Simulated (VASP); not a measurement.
# ZrC2 (Cmcm) in VASP: a series of runs

Runs on ZrC2. Level: PBE. Tasks: single point, relaxation of cell and atoms.

All numbers are computed with VASP 6.6.1; they aren't measurements. Logs are shortened: lines on timing, memory, paths and dates and some standing lists are left out, and cuts for length are marked.

### Step 1. The cell of the first run

The structure is orthorhombic, space group Cmcm (No. 63). The conventional cell has a = 3.139 Å, b = 13.348 Å, c = 2.907 Å, α = 90.00°, β = 90.00°, γ = 90.00°. Within 3.2 Å of Zr (site symmetry m2m) lie 10 C at 2.32 to 2.50 Å and 4 Zr at 2.91 to 3.14 Å. Within 2.2 Å of C (site symmetry m2m) lie 2 C at 1.66 Å. C (site symmetry m2m) has 6 C at 2.14 to 2.91 Å and 4 Zr at 2.32 to 2.36 Å within 3.0 Å.

### Step 2. Single point, PBE

INCAR reads:

```
SYSTEM = ZrC2
PREC = Accurate ; ENCUT = 520
EDIFF = 1E-6 ; ISMEAR = 0
SIGMA = 0.1 ; LREAL = .FALSE.
LASPH = .TRUE. ; NELM = 100
ALGO = Normal ; ISIF = 2
LWAVE = .FALSE. ; LCHARG = .FALSE.
GGA = PE ; NBANDS = 29
```

KPOINTS reads:

```
Automatic mesh
0
G
  6 6 6
  0 0 0
```

POSCAR reads:

```
ZrC2
1.0
    1.5693629483     -6.6738128060      0.0000000000
    1.5693629483      6.6738128060      0.0000000000
    0.0000000000      0.0000000000      2.9068646957
Zr C
2 4
Direct
    0.8841679240      0.1158320760      0.7500000000
    0.1158320760      0.8841679240      0.2500000000
    0.5301006945      0.4698993055      0.7500000000
    0.4698993055      0.5301006945      0.2500000000
    0.2517162253      0.7482837747      0.7500000000
    0.7482837747      0.2517162253      0.2500000000
```

Potentials or basis: VASP PAW PBE potentials, release 64 (Zr_sv, C).

Started as:

```sh
cat potpaw_PBE.64/Zr_sv/POTCAR potpaw_PBE.64/C/POTCAR > POTCAR
mpirun -np 1 vasp_std > vasp.out
```

OUTCAR:

```text
SYSTEM = ZrC2
   PREC = Accurate
   ENCUT = 520
   EDIFF = 1E-6
   ISMEAR = 0
   LREAL = .FALSE.
   LASPH = .TRUE.
   NELM = 100
   ISIF = 2
   GGA = PE

 ion  position               nearest neighbor table
   1  0.884  0.116  0.750-   6 2.32   6 2.32   5 2.36   5 2.36   4 2.43   4 2.43   4 2.43   4 2.43
                             3 2.50   3 2.50   2 3.42   2 3.42
   2  0.116  0.884  0.250-   5 2.32   5 2.32   6 2.36   6 2.36   3 2.43   3 2.43   3 2.43   3 2.43
                             4 2.50   4 2.50   1 3.42   1 3.42
   3  0.530  0.470  0.750-   4 1.66   4 1.66   2 2.43   2 2.43   2 2.43   2 2.43   1 2.50   1 2.50

   4  0.470  0.530  0.250-   3 1.66   3 1.66   1 2.43   1 2.43   1 2.43   1 2.43   2 2.50   2 2.50

   5  0.252  0.748  0.750-   2 2.32   2 2.32   1 2.36   1 2.36
   6  0.748  0.252  0.250-   1 2.32   1 2.32   2 2.36   2 2.36

  LATTYP: Found a base centered orthorhombic cell.
 ALAT       =     3.1387258966
 B/A-ratio  =     4.2525617246
 C/A-ratio  =     0.9261288789

  Lattice vectors:

 A1 = (   1.5693629483,  -6.6738128060,   0.0000000000)
 A2 = (   1.5693629483,   6.6738128060,   0.0000000000)
 A3 = (   0.0000000000,   0.0000000000,   2.9068646957)

Analysis of symmetry for initial positions (statically):
=====================================================================
 Subroutine PRICEL returns:
 Original cell was already a primitive cell.

 Routine SETGRP: Setting up the symmetry group for a
 base centered orthorhombic supercell.

 Subroutine GETGRP returns: Found  8 space group operations
 (whereof  4 operations were pure point group operations)
 out of a pool of  8 trial point group operations.

The static configuration has the point symmetry C_2h.
 The point group associated with its full space group is D_2h.

Analysis of symmetry for dynamics (positions and initial velocities):
=====================================================================
 Subroutine PRICEL returns:
 Original cell was already a primitive cell.

 Routine SETGRP: Setting up the symmetry group for a
 base centered orthorhombic supercell.

 Subroutine GETGRP returns: Found  8 space group operations
 (whereof  4 operations were pure point group operations)
 out of a pool of  8 trial point group operations.

The dynamic configuration has the point symmetry C_2h.
 The point group associated with its full space group is D_2h.

 Subroutine INISYM returns: Found  8 space group operations
 (whereof  4 operations are pure point group operations),
 and found     1 'primitive' translations

----------------------------------------------------------------------------------------

                                     Primitive cell

  volume of cell :      60.8909

  direct lattice vectors                    reciprocal lattice vectors
     1.569362948 -6.673812806  0.000000000     0.318600615 -0.074919692  0.000000000
     1.569362948  6.673812806  0.000000000     0.318600615  0.074919692  0.000000000
     0.000000000  0.000000000  2.906864696     0.000000000  0.000000000  0.344013260

  length of vectors
     6.855849869  6.855849869  2.906864696     0.327290867  0.327290867  0.344013260

  position of ions in fractional coordinates (direct lattice)
     0.884167924  0.115832076  0.750000000
     0.115832076  0.884167924  0.250000000
     0.530100694  0.469899306  0.750000000
     0.469899306  0.530100694  0.250000000
     0.251716225  0.748283775  0.750000000
     0.748283775  0.251716225  0.250000000

  ion indices of the primitive-cell ions
   primitive index   ion index
                 1           1
                 2           2
                 3           3
                 4           4
                 5           5
                 6           6

----------------------------------------------------------------------------------------

 KPOINTS: Automatic mesh

Automatic generation of k-mesh.
 Grid dimensions read from file:
 generate k-points for:    6    6    6

 Generating k-lattice:

  Cartesian coordinates                     Fractional coordinates (reciprocal lattice)
     0.053100102 -0.012486615  0.000000000     0.166666667  0.000000000  0.000000000
     0.053100102  0.012486615  0.000000000     0.000000000  0.166666667  0.000000000
     0.000000000  0.000000000  0.057335543     0.000000000  0.000000000  0.166666667

  Length of vectors
     0.054548478  0.054548478  0.057335543

  Shift w.r.t. Gamma in fractional coordinates (k-lattice)
     0.000000000  0.000000000  0.000000000

 Subroutine IBZKPT returns following result:
 ===========================================

 Found     52 irreducible k-points:

 Following reciprocal coordinates:
            Coordinates               Weight
  0.000000  0.000000  0.000000      1.000000
  0.166667  0.000000  0.000000      4.000000
  0.333333 -0.000000  0.000000      4.000000
  0.500000  0.000000  0.000000      2.000000
  0.166667  0.166667  0.000000      2.000000
[... 42 lines left out ...]
     AMIX     =   0.40;   BMIX     =  1.00
     AMIX_MAG =   1.60;   BMIX_MAG =  1.00
  volume/ion in A,a.u.               =      10.15        68.49
  Fermi-wavevector in a.u.,A,eV,Ry     =   1.423128  2.689323 27.555804  2.025294
  Thomas-Fermi vector in A             =   2.543759
   LORBIT       =      0    0 simple, 1 ext, 2 COOP (PROOUT), +10 PAW based schemes
   GGA     = PE    functional components
   LHFCALC =     F    Hartree Fock is set to
   AEXX    =    0.0000 exact exchange contribution
   IVDW    =     0    specifies the selected vdW correction
   LEPSILON=     F    determine dielectric tensor
   LRPA    =     F    only Hartree local field effects (RPA)
 non-spin polarized calculation
 Gauss-broadening in eV      SIGMA  =   0.10
  energy-cutoff  :      520.00
  volume of cell :       60.89
 maximum number of plane-waves:      1662
 NGX is ok and might be reduce to    54
   NGX = 25   NGY = 25   NGZ = 11

 number of electron      39.9999998 magnetization

 Free energy of the ion-electron system (eV)
  ---------------------------------------------------
  ext. energy  EPLUGINS =         0.00000000
  ---------------------------------------------------
  free energy    TOTEN  =       -51.61819500 eV

  energy without entropy =      -51.61068527  energy(sigma->0) =      -51.61444013

 E-fermi :  10.7513     XC(G=0): -12.6427

 val. band max:       10.7487057105   @ k =  -0.1667   0.1667   0.1667
 cond. band min:      10.7709986782   @ k =   0.1667   0.0000   0.1667
 fundamental gap:      0.0222929677
 Fermi energy:        10.7513231188

 k-point     1 :       0.0000    0.0000    0.0000
  band No.  band energies     occupation
      1     -37.9049      2.00000
      2     -37.8713      2.00000
      3     -16.4999      2.00000
      4     -15.9614      2.00000
      5     -15.7758      2.00000
      6     -15.7365      2.00000
[... 21 lines left out ...]
     28      15.4610      0.00000
     29      15.7216      0.00000

 k-point     2 :       0.1667    0.0000    0.0000
  band No.  band energies     occupation
      1     -37.8866      2.00000
      2     -37.8547      2.00000
      3     -16.4354      2.00000
      4     -16.0069      2.00000
      5     -15.9581      2.00000
      6     -15.9220      2.00000
[... 21 lines left out ...]
     28      15.1206      0.00000
     29      16.2325      0.00000

 k-point     3 :       0.3333   -0.0000    0.0000
  band No.  band energies     occupation
      1     -37.8496      2.00000
      2     -37.8212      2.00000
      3     -16.4481      2.00000
      4     -16.3258      2.00000
      5     -16.2721      2.00000
      6     -15.9193      2.00000
[... 21 lines left out ...]
     28      15.5692      0.00000
     29      15.8190      0.00000

 k-point     4 :       0.5000    0.0000    0.0000
  band No.  band energies     occupation
      1     -37.8309      2.00000
      2     -37.8044      2.00000
      3     -16.6433      2.00000
      4     -16.4991      2.00000
      5     -16.2097      2.00000
      6     -15.9106      2.00000
[... 597 lines left out ...]
     28      15.8574      0.00000
     29      16.0491      0.00000

 k-point    23 :       0.3333    0.3333    0.1667
  band No.  band energies     occupation
      1     -37.8097      2.00000
      2     -37.7881      2.00000
      3     -16.4008      2.00000
      4     -16.2679      2.00000
      5     -16.1489      2.00000
      6     -15.9534      2.00000
[... 21 lines left out ...]
     28      16.2967      0.00000
     29      16.8421      0.00000

 k-point    24 :       0.5000    0.3333    0.1667
  band No.  band energies     occupation
      1     -37.8444      2.00000
      2     -37.8227      2.00000
      3     -16.2762      2.00000
      4     -16.0359      2.00000
      5     -15.9539      2.00000
      6     -15.8895      2.00000
[... 21 lines left out ...]
     28      15.7961      0.00000
     29      16.6163      0.00000

 [... further k-points ...]
[... 5 lines left out ...]
  --------------------------------------------------------------------------------------
  -------------------------------------------------------------------------------------
  Total        0.0128644      0.1519175      0.0038355      0.0000000      0.0000000      0.0000000
  in kB        0.3384928      3.9972953      0.1009200      0.0000000      0.0000000      0.0000000
  external PRESSURE =       1.4789027 kB  Pullay stress =       0.0000000 kB

 VOLUME and BASIS-vectors are now :
 -----------------------------------------------------------------------------
  energy-cutoff  :      520.00
  volume of cell :       60.89
      direct lattice vectors                 reciprocal lattice vectors
     1.569362948 -6.673812806  0.000000000     0.318600615 -0.074919692  0.000000000
     1.569362948  6.673812806  0.000000000     0.318600615  0.074919692  0.000000000
     0.000000000  0.000000000  2.906864696     0.000000000  0.000000000  0.344013260

 POSITION                                       TOTAL-FORCE (eV/Angst)
 -----------------------------------------------------------------------------------
      1.56936     -5.12773      2.18015         0.000000     -0.001740     -0.000000
      1.56936      5.12773      0.72672         0.000000      0.001740      0.000000
      1.56936     -0.40177      2.18015         0.000000     -0.008199     -0.000000
      1.56936      0.40177      0.72672         0.000000      0.008199     -0.000000
      1.56936      3.31400      2.18015         0.000000      0.000305      0.000000
      1.56936     -3.31400      0.72672         0.000000     -0.000305      0.000000
 -----------------------------------------------------------------------------------
    total drift:                                0.000000     -0.000000      0.000000

  FREE ENERGIE OF THE ION-ELECTRON SYSTEM (eV)
  ---------------------------------------------------
  free  energy   TOTEN  =       -51.6181949957 eV

  energy  without entropy=      -51.6106852721  energy(sigma->0) =      -51.61444013
```

Run time: 70 s. Hardware: 1 thread of Intel Xeon 6975P-C (Granite Rapids), shared host; peak memory 0.28 GiB.

What came out:

```
Free energy            : -51.6182 eV
Pressure               : 0.1 GPa
Largest force          : 0.008 eV/Å
Band gap on the k mesh : zero (bands 20 and 21 overlap by 1.79 eV)
```

Forces in eV/Å, atoms in the order of the input:
```
Zr   0.000 -0.002  0.000
Zr   0.000  0.002  0.000
C    0.000 -0.008  0.000
C    0.000  0.008  0.000
C    0.000  0.000  0.000
C    0.000  0.000  0.000
```

Stress tensor (GPa, compression positive):
```
0.03 0.00 0.00
0.00 0.40 0.00
0.00 0.00 0.01
```

Levels at points of the mesh, in eV from the Fermi level:
```csv
k point,band 16,band 17,band 18,band 19,band 20,band 21,band 22,band 23,band 24,band 25
"(0.00, 0.00, 0.00)",-3.74,-3.17,-3.03,-2.55,-1.26,2.44,2.51,2.54,2.88,3.72
"(0.50, 0.00, 0.00)",-2.82,-1.90,-0.81,-0.32,-0.26,-0.01,1.04,1.69,2.20,3.65
"(0.50, 0.50, 0.00)",-3.40,-3.36,-2.64,-1.99,0.03,1.04,1.82,2.60,3.30,3.53
"(0.00, 0.00, 0.50)",-3.17,-2.63,-2.63,-0.65,-0.65,-0.24,-0.24,2.60,2.60,2.63
"(0.50, 0.00, 0.50)",-5.52,-4.53,-4.53,-1.97,-1.97,3.45,3.45,5.19,5.19,5.79
"(0.50, 0.50, 0.50)",-2.97,-2.62,-2.62,-0.98,-0.98,-0.43,-0.43,3.29,3.29,3.94
```

Caveat: the k points lie up to 0.36 Å⁻¹ apart, too coarse for converged energies and pressures of a metal.

### Step 3. Relaxation of cell and atoms, PBE

This run uses another cell than the first one, of 11.43 Å³/atom.

INCAR reads:

```
SYSTEM = ZrC2
PREC = Accurate
ENCUT = 600
EDIFF = 1E-7
ISMEAR = 0
SIGMA = 0.1
LREAL = .FALSE.
LASPH = .TRUE.
NELM = 60
ALGO = Normal
ISIF = 3
LWAVE = .FALSE.
LCHARG = .FALSE.
GGA = PE
IBRION = 2
NSW = 80
EDIFFG = -0.05
```

KPOINTS reads:

```
regular mesh
0
G
  6 6 6
  0 0 0
```

POSCAR reads:

```
ZrC2
1.0
    1.6293209359     -6.5029057666      0.0000000000
    1.6293209359      6.5029057666      0.0000000000
    0.0000000000      0.0000000000      3.2356797505
Zr C
2 4
Direct
    0.8946665383      0.1053334617      0.7500000000
    0.1053334617      0.8946665383      0.2500000000
    0.5530999453      0.4469000547      0.7500000000
    0.4469000547      0.5530999453      0.2500000000
    0.2503123055      0.7496876945      0.7500000000
    0.7496876945      0.2503123055      0.2500000000
```

Potentials or basis: VASP PAW PBE potentials, release 64 (Zr_sv, C).

Started as:

```sh
cat potpaw_PBE.64/Zr_sv/POTCAR potpaw_PBE.64/C/POTCAR > POTCAR
mpirun -np 1 vasp_std > vasp.out
```

It took 11 min on 1 thread of Intel Xeon 6975P-C (Granite Rapids), shared host; peak memory 0.33 GiB.

The run converged. Its results:

```yaml
Free_energy: -51.6292 eV
Relaxed_volume: 10.14 Å³/atom
Relaxed_cell: a = 6.852 Å, b = 6.852 Å, c = 2.907 Å, α = 90.00°, β = 90.00°, γ = 153.52°
Space_group_after_relaxing_to_0.1_Å: Cmcm (No. 63)
Energy_gained_by_relaxing: 330.4 meV/atom
Ionic_steps: 10
Pressure_after_relaxing: 0.2 GPa
Largest_force_after_relaxing: 0.046 eV/Å
Band_gap_on_the_k_mesh: zero (bands 20 and 21 overlap by 1.79 eV)
```

Forces on the atoms (eV/Å):
```
Zr   0.000 -0.031  0.000
Zr   0.000  0.031  0.000
C    0.000 -0.030  0.000
C    0.000  0.030  0.000
C    0.000  0.046  0.000
C    0.000 -0.046  0.000
```

Stress tensor (GPa, compression positive):
```
 0.07  0.00  0.00
 0.00  0.63  0.00
 0.00  0.00 -0.13
```

Step by step:
| step | energy change (eV) | largest force (eV/Å) | pressure (GPa) | volume (Å³) |
| --- | --- | --- | --- | --- |
| 1 | 0.0000 | 2.2050 | -17.11 | 68.57 |
| 2 | -0.7838 | 3.3450 | 23.81 | 57.09 |
| 3 | -0.9142 | 2.8418 | 9.75 | 59.87 |
| 4 | -1.7759 | 1.4225 | 7.73 | 59.71 |
| 5 | -1.8135 | 1.4876 | 8.20 | 59.67 |
| 6 | -1.8055 | 0.7358 | -11.91 | 64.07 |
| 7 | -1.9689 | 0.2752 | -2.75 | 61.76 |
| 8 | -1.9691 | 0.3051 | -2.47 | 61.70 |
| 9 | -1.9817 | 0.0907 | 0.90 | 60.65 |
| 10 | -1.9826 | 0.0460 | 0.19 | 60.86 |

Final structure:
```
Zr C
1.0
     1.56929   -6.66967    0.00000
     1.56929    6.66967    0.00000
     0.00000    0.00000    2.90717
Zr C
2 4
Direct
  0.88406 0.11594 0.75000
  0.11594 0.88406 0.25000
  0.53004 0.46997 0.75000
  0.46997 0.53004 0.25000
  0.25189 0.74811 0.75000
  0.74811 0.25189 0.25000
```

Levels at points of the mesh, in eV from the Fermi level:
```csv
k point,band 16,band 17,band 18,band 19,band 20,band 21,band 22,band 23,band 24
"(0.00, 0.00, 0.00)",-3.73,-3.16,-3.05,-2.57,-1.26,2.44,2.52,2.53,2.89
"(0.50, 0.00, 0.00)",-2.82,-1.90,-0.82,-0.33,-0.26,-0.02,1.03,1.69,2.19
"(0.50, 0.50, 0.00)",-3.41,-3.37,-2.65,-1.98,0.03,1.02,1.81,2.59,3.30
"(0.00, 0.00, 0.50)",-3.17,-2.64,-2.64,-0.65,-0.65,-0.26,-0.26,2.60,2.60
"(0.50, 0.00, 0.50)",-5.52,-4.54,-4.54,-1.98,-1.98,3.45,3.45,5.19,5.19
"(0.50, 0.50, 0.50)",-2.97,-2.63,-2.63,-0.99,-0.99,-0.42,-0.42,3.29,3.29
```

Caveat: the relaxation stopped at a loose force limit of 0.05 eV/Å, so its end isn't a converged minimum.

### Step 4. Single point, PBE

INCAR reads:

```
ALGO = Normal
EDIFF = 1E-6
ENCUT = 520
GGA = PE
ISIF = 2
ISMEAR = 0
LASPH = True
LCHARG = False
LREAL = False
LWAVE = False
NBANDS = 29
NELM = 100
PREC = Accurate
SIGMA = 0.1
```

KPOINTS reads:

```
k-points
0
Gamma
  12 12 12
```

POSCAR reads:

```
ZrC2
1.0
    1.5688851387     -6.6912570668      0.0000000000
    1.5688851387      6.6912570668      0.0000000000
    0.0000000000      0.0000000000      2.8974410738
Zr C
2 4
Direct
    0.8845749969      0.1154250031      0.7500000000
    0.1154250031      0.8845749969      0.2500000000
    0.5300294554      0.4699705446      0.7500000000
    0.4699705446      0.5300294554      0.2500000000
    0.2514509404      0.7485490596      0.7500000000
    0.7485490596      0.2514509404      0.2500000000
```

Started as:

```sh
cat potpaw_PBE.64/Zr_sv/POTCAR potpaw_PBE.64/C/POTCAR > POTCAR
mpirun -np 1 vasp_std > vasp.out
```

Run time: 6.5 min. Hardware: 1 thread of Intel Xeon 6975P-C (Granite Rapids), shared host; peak memory 0.56 GiB.

The run converged. Its results:

```yaml
Free_energy: -51.6103 eV
Pressure: 0.3 GPa
Largest_force: 0.011 eV/Å
Band_gap_on_the_k_mesh: zero (bands 20 and 21 overlap by 1.83 eV)
```

Forces on the atoms (eV/Å):
```
Zr   0.000  0.000  0.000
Zr   0.000  0.000  0.000
C    0.000 -0.011  0.000
C    0.000  0.011  0.000
C    0.000 -0.004  0.000
C    0.000  0.004  0.000
```

Stress tensor (GPa, compression positive):
```
0.20 0.00 0.00
0.00 0.36 0.00
0.00 0.00 0.23
```

Levels at points of the mesh, in eV from the Fermi level:
```csv
k point,band 17,band 18,band 19,band 20,band 21,band 22,band 23,band 24
"(0.00, 0.00, 0.00)",-3.30,-3.08,-2.60,-1.33,2.38,2.45,2.48,2.85
"(0.50, 0.00, 0.00)",-1.99,-0.88,-0.35,-0.34,-0.05,1.05,1.65,2.17
"(0.50, 0.50, 0.00)",-3.44,-2.69,-2.14,-0.07,1.01,1.76,2.56,3.22
"(0.00, 0.00, 0.50)",-2.72,-2.72,-0.73,-0.73,-0.31,-0.31,2.53,2.53
"(0.50, 0.00, 0.50)",-4.63,-4.63,-2.05,-2.05,3.38,3.38,5.10,5.10
"(0.50, 0.50, 0.50)",-2.68,-2.68,-1.03,-1.03,-0.53,-0.53,3.19,3.19
```

### Step 5. The runs side by side

```csv
task,cell,k mesh,cutoff (eV),gap on the mesh (eV),pressure (GPa),largest force (eV/Å)
single point,"a = 6.856, b = 6.856, c = 2.907 Å, angles 90.0, 90.0, 153.5°, 6 atoms, atomic positions A",6 × 6 × 6,520,none,0.1,0.01
relaxation of cell and atoms,"relaxed from a = 6.704, b = 6.704, c = 3.236 Å, angles 90.0, 90.0, 151.9°, 6 atoms, atomic positions B",6 × 6 × 6,600,none,0.2,0.05
single point,"a = 6.873, b = 6.873, c = 2.897 Å, angles 90.0, 90.0, 153.6°, 6 atoms, atomic positions C",12 × 12 × 12,520,none,0.3,0.01
```

Alike in all rows: level PBE; potentials or basis VASP PAW PBE potentials, release 64 (Zr_sv, C); no spin polarisation; smearing gaussian 0.1 eV.

Caveats: some runs use coarse meshes; the relaxation stopped at a loose force limit of 0.05 eV/Å, so its end isn't a converged minimum (at least some runs).

Total energies depend on the potentials used, so only differences within one code and one set of settings carry meaning.

The gap in the log of VASP goes by the Fermi energy; the results here count the filled bands.